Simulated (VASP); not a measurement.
# Lu3F2 (P-3m1) in VASP: a series of runs

Lu3F2 is run at these levels: PBE; tasks: single point, relaxation of cell and atoms.

All numbers are computed with VASP 6.6.1; they aren't measurements. Logs are shortened: lines on timing, memory, paths and dates and some standing lists are left out, and cuts for length are marked.

### 1 The cell of the first run

It takes space group P-3m1 (No. 164, trigonal). The conventional cell has a = 3.490 Å, b = 3.490 Å, c = 10.001 Å, α = 90.00°, β = 90.00°, γ = 120.00°. Within 3.1 Å of Lu (site symmetry 3m) lie 3 F at 2.36 Å. Lu (site symmetry -3m) has 12 Lu at 3.41 to 3.49 Å and 6 F at 4.46 Å within 4.5 Å. Within 3.1 Å of F (site symmetry 3m) lie 3 Lu at 2.36 Å and 3 F at 2.88 Å.

The cell was generated, and may not be a known phase.

### 2 Single point, PBE

INCAR reads:

```
SYSTEM = Lu3F2
PREC = Accurate
ENCUT = 520
EDIFF = 1E-6
ISMEAR = 0
SIGMA = 0.1
LREAL = .FALSE.
LASPH = .TRUE.
NELM = 100
ALGO = Normal
ISIF = 2
LWAVE = .FALSE.
LCHARG = .FALSE.
GGA = PE
NBANDS = 52
```

KPOINTS reads:

```
Automatic mesh
0
G
  6 6 2
  0 0 0
```

POSCAR reads:

```
Lu3F2
1.0
    3.4903569512      0.0000000000      0.0000000000
   -1.7451784756      3.0227377880      0.0000000000
    0.0000000000      0.0000000000     10.0006728905
Lu F
3 2
Direct
    0.3333333333      0.6666666667      0.7250117846
    0.6666666667      0.3333333333      0.2749882154
    1.0000000000      0.0000000000      0.0000000000
    0.3333333333      0.6666666667      0.3973756931
    0.6666666667      0.3333333333      0.6026243069
```

Potentials or basis: VASP PAW PBE potentials, release 64 (Lu, F).

Run with:

```sh
$ cat potpaw_PBE.64/Lu/POTCAR potpaw_PBE.64/F/POTCAR > POTCAR
$ mpirun -np 1 vasp_std > vasp.out
```

OUTCAR:

```text
SYSTEM = Lu3F2
   PREC = Accurate
   ENCUT = 520
   EDIFF = 1E-6
   ISMEAR = 0
   LREAL = .FALSE.
   LASPH = .TRUE.
   NELM = 100
   ISIF = 2
   GGA = PE

 ion  position               nearest neighbor table
   1  0.333  0.667  0.725-   5 2.36   5 2.36   5 2.36   3 3.41   3 3.41   3 3.41
   2  0.667  0.333  0.275-   4 2.36   4 2.36   4 2.36   3 3.41   3 3.41   3 3.41
   3  0.000  0.000  0.000-   1 3.41   2 3.41   1 3.41   2 3.41   2 3.41   1 3.41
   4  0.333  0.667  0.397-   2 2.36   2 2.36   2 2.36
   5  0.667  0.333  0.603-   1 2.36   1 2.36   1 2.36

  LATTYP: Found a hexagonal cell.
 ALAT       =     3.4903569512
 C/A-ratio  =     2.8652292675

  Lattice vectors:

 A1 = (   3.4903569512,   0.0000000000,   0.0000000000)
 A2 = (  -1.7451784756,   3.0227377880,   0.0000000000)
 A3 = (   0.0000000000,   0.0000000000,  10.0006728905)

Analysis of symmetry for initial positions (statically):
=====================================================================
 Subroutine PRICEL returns:
 Original cell was already a primitive cell.

 Routine SETGRP: Setting up the symmetry group for a
 hexagonal supercell.

 Subroutine GETGRP returns: Found 12 space group operations
 (whereof 12 operations were pure point group operations)
 out of a pool of 24 trial point group operations.

The static configuration has the point symmetry D_3d.

Analysis of symmetry for dynamics (positions and initial velocities):
=====================================================================
 Subroutine PRICEL returns:
 Original cell was already a primitive cell.

 Routine SETGRP: Setting up the symmetry group for a
 hexagonal supercell.

 Subroutine GETGRP returns: Found 12 space group operations
 (whereof 12 operations were pure point group operations)
 out of a pool of 24 trial point group operations.

The dynamic configuration has the point symmetry D_3d.

 Subroutine INISYM returns: Found 12 space group operations
 (whereof 12 operations are pure point group operations),
 and found     1 'primitive' translations

----------------------------------------------------------------------------------------

                                     Primitive cell

  volume of cell :     105.5114

  direct lattice vectors                    reciprocal lattice vectors
     3.490356951  0.000000000  0.000000000     0.286503648  0.165412958  0.000000000
[... 82 lines left out ...]
   LREAL  =      F    real-space projection
   EDIFFG = 0.1E-04   stopping-criterion for IOM
   NSW    =      0    number of steps for IOM
   IBRION =     -1    ionic relax: 0-MD 1-quasi-New 2-CG
   NFREE  =      0    steps in history (QN), initial steepest desc. (CG)
   ISIF   =      2    stress and relaxation
   ISYM   =      2    0-nonsym 1-usesym 2-fastsym
   POTIM  = 0.5000    time-step for ionic-motion
   TEBEG  =    0.0;   TEEND  =   0.0 temperature during run
   PSTRESS=    0.0 pullay stress
   NELECT =      89.0000    total number of electrons
   NUPDOWN=      -1.0000    fix difference up-down
   EMIN   =  10.00;   EMAX   =-10.00  energy-range for DOS
   EFERMI =   0.00;   METHOD = LEGACY
   ISMEAR =     0;   SIGMA  =   0.10  broadening in eV -4-tet -1-fermi 0-gaus
   EFERMI_NEDOS =   21; number of points for ismear=-14 and -15
   IALGO  =     38    algorithm
   IMIX   =      4    mixing-type and parameters
     AMIX     =   0.40;   BMIX     =  1.00
     AMIX_MAG =   1.60;   BMIX_MAG =  1.00
  volume/ion in A,a.u.               =      21.10       142.41
  Fermi-wavevector in a.u.,A,eV,Ry     =   1.546815  2.923056 32.553790  2.392636
  Thomas-Fermi vector in A             =   2.651997
   LORBIT       =      0    0 simple, 1 ext, 2 COOP (PROOUT), +10 PAW based schemes
   GGA     = PE    functional components
   LHFCALC =     F    Hartree Fock is set to
   AEXX    =    0.0000 exact exchange contribution
   IVDW    =     0    specifies the selected vdW correction
   LEPSILON=     F    determine dielectric tensor
   LRPA    =     F    only Hartree local field effects (RPA)
 non-spin polarized calculation
 Gauss-broadening in eV      SIGMA  =   0.10
  energy-cutoff  :      520.00
  volume of cell :      105.51
 maximum number of plane-waves:      2881
 NGX is ok and might be reduce to    28
   NGX = 13   NGY = 13   NGZ = 37

 number of electron      88.9999983 magnetization

 Free energy of the ion-electron system (eV)
  ---------------------------------------------------
  ext. energy  EPLUGINS =         0.00000000
  ---------------------------------------------------
  free energy    TOTEN  =       -26.64076333 eV

  energy without entropy =      -26.62193447  energy(sigma->0) =      -26.63134890

 E-fermi :   2.5796     XC(G=0): -10.4059

 val. band max:        2.4288252528   @ k =   0.3333   0.1667   0.5000
 cond. band min:       2.5930519757   @ k =   0.5000   0.0000   0.5000
 fundamental gap:      0.1642267229
 Fermi energy:         2.5795511782

 k-point     1 :       0.0000    0.0000    0.0000
  band No.  band energies     occupation
      1     -54.2878      2.00000
      2     -54.2876      2.00000
      3     -53.1977      2.00000
      4     -25.2640      2.00000
      5     -25.2313      2.00000
      6     -24.7742      2.00000
[... 759 lines left out ...]
     51       6.3393      0.00000
     52       6.7457      0.00000

------------------------ aborting loop because EDIFF is reached ----------------------------------------

  FORCE on cell =-STRESS in cart. coord.  units (eV):
  Direction    XX          YY          ZZ          XY          YZ          ZX
  --------------------------------------------------------------------------------------
  -------------------------------------------------------------------------------------
  Total        0.0829484      0.0829484      0.1192857      0.0000000     -0.0000000     -0.0000000
  in kB        1.2595605      1.2595605      1.8113383      0.0000000     -0.0000000     -0.0000000
  external PRESSURE =       1.4434864 kB  Pullay stress =       0.0000000 kB

 VOLUME and BASIS-vectors are now :
 -----------------------------------------------------------------------------
  energy-cutoff  :      520.00
  volume of cell :      105.51
      direct lattice vectors                 reciprocal lattice vectors
     3.490356951  0.000000000  0.000000000     0.286503648  0.165412958  0.000000000
    -1.745178476  3.022737788  0.000000000     0.000000000  0.330825917  0.000000000
     0.000000000  0.000000000 10.000672891     0.000000000  0.000000000  0.099993272

 POSITION                                       TOTAL-FORCE (eV/Angst)
 -----------------------------------------------------------------------------------
     -0.00000      2.01516      7.25061        -0.000000      0.000000      0.013934
      1.74518      1.00758      2.75007         0.000000     -0.000000     -0.013934
      0.00000      0.00000      0.00000        -0.000000      0.000000      0.000000
     -0.00000      2.01516      3.97402         0.000000     -0.000000      0.058597
      1.74518      1.00758      6.02665         0.000000      0.000000     -0.058597
 -----------------------------------------------------------------------------------
    total drift:                               -0.000000      0.000000      0.000000

  FREE ENERGIE OF THE ION-ELECTRON SYSTEM (eV)
  ---------------------------------------------------
  free  energy   TOTEN  =       -26.6407633291 eV

  energy  without entropy=      -26.6219344745  energy(sigma->0) =      -26.63134890
```

OSZICAR:

```text
N       E                     dE             d eps       ncg     rms          rms(c)
DAV:   1     0.918965838259E+03    0.91897E+03   -0.32394E+04  2152   0.568E+03
DAV:   2     0.143843766889E+03   -0.77512E+03   -0.74282E+03  1920   0.932E+02
DAV:   3    -0.906054492710E+01   -0.15290E+03   -0.14977E+03  1664   0.240E+02
DAV:   4    -0.272776379112E+02   -0.18217E+02   -0.17997E+02  1992   0.744E+01
DAV:   5    -0.285973494657E+02   -0.13197E+01   -0.13163E+01  2456   0.161E+01    0.103E+01
DAV:   6    -0.267143657374E+02    0.18830E+01   -0.10915E+01  2576   0.394E+01    0.472E+00
DAV:   7    -0.267291459041E+02   -0.14780E-01   -0.32263E+00  2272   0.109E+01    0.286E+00
DAV:   8    -0.266458766303E+02    0.83269E-01   -0.76110E-01  2384   0.684E+00    0.143E+00
DAV:   9    -0.266367407822E+02    0.91358E-02   -0.97107E-02  2208   0.301E+00    0.321E-01
DAV:  10    -0.266390243651E+02   -0.22836E-02   -0.21475E-02  2128   0.132E+00    0.171E-01
DAV:  11    -0.266405956719E+02   -0.15713E-02   -0.61799E-03  1780   0.419E-01    0.118E-01
DAV:  12    -0.266407156122E+02   -0.11994E-03   -0.14036E-03  2336   0.452E-01    0.191E-02
DAV:  13    -0.266407628444E+02   -0.47232E-04   -0.39479E-04  1712   0.111E-01    0.245E-02
DAV:  14    -0.266407594270E+02    0.34174E-05   -0.61978E-05  2376   0.733E-02    0.590E-03
DAV:  15    -0.266407627614E+02   -0.33344E-05   -0.13203E-05  1968   0.382E-02    0.179E-03
DAV:  16    -0.266407633291E+02   -0.56767E-06   -0.30130E-06  1392   0.120E-02
   1 F= -.26640763E+02 E0= -.26631349E+02  d E =-.188289E-01
```

stdout:

```text
POSCAR found type information on POSCAR LuF
 POSCAR found :  2 types and       5 ions
 scaLAPACK will be used
 LDA part: xc-table for (Slater+PW92), standard interpolation
 POSCAR, INCAR and KPOINTS ok, starting setup
 FFT: planning ... GRIDC
 FFT: planning ... GRID_SOFT
 FFT: planning ... GRID
 WAVECAR not read
 entering main loop
```

Wall time 59 s (1 thread of Intel Xeon 6975P-C (Granite Rapids), shared host); peak memory 0.26 GiB.

Results:

```
Free energy            : -26.6408 eV
Pressure               : 0.1 GPa
Largest force          : 0.059 eV/Å
Band gap on the k mesh : zero (an odd number of electrons rules out a gap without spin polarisation)
```

Forces in eV/Å, atoms in the order of the input:
```
Lu   0.000  0.000  0.014
Lu   0.000  0.000 -0.014
Lu   0.000  0.000  0.000
F    0.000  0.000  0.059
F    0.000  0.000 -0.059
```

Caveat: spin-orbit coupling is left out, which moves the levels of the heavy elements; an odd number of electrons without spin polarisation forces a metal; a magnetic or distorted state may lie lower.

[end of part 1 of 2]

The gap in the log of VASP goes by the Fermi energy; the results here count the filled bands.